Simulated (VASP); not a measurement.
Crystal: Pb.

```
Pb
1.0
     0.00000    2.47502    2.47502
     2.47502    0.00000    2.47502
     2.47502    2.47502    0.00000
Pb
1
Direct
  0.00000 0.00000 0.00000
```

* Program: VASP 6.6.1
* Task: relaxation of cell and atoms
* Functional: r2SCAN
* Potentials or basis: VASP PAW PBE potentials, release 64 (Pb_d)
* Cutoff: 600 eV
* k mesh: 12 × 12 × 12
* Occupations: gaussian, width 0.1 eV
* Spin: no spin polarisation

At the start: pressure 1.6 GPa; volume 30.32 Å³/atom.

Problem. How do energy, volume and symmetry change on relaxing?

Solution. Over 3 steps the energy falls by 4.9 meV/atom and the volume is 31.36 Å³/atom (+3.4 %); space group Fm-3m (No. 225, to 0.05 Å).

Step by step:
```
step  energy change (eV)  largest force (eV/Å)  pressure (GPa)  volume (Å³)
   1              0.0000                0.0000            1.55        30.32
   2             -0.0046                0.0000           -0.37        31.63
   3             -0.0049                0.0000            0.01        31.36
```

Final structure:
```
Pb
1.0
     0.00000    2.50297    2.50297
     2.50297    0.00000    2.50297
     2.50297    2.50297    0.00000
Pb
1
Cartesian
  0.0000 0.0000 0.0000
```

Caveat: the PAW data sets were made with another functional, which shifts forces and pressure a little.
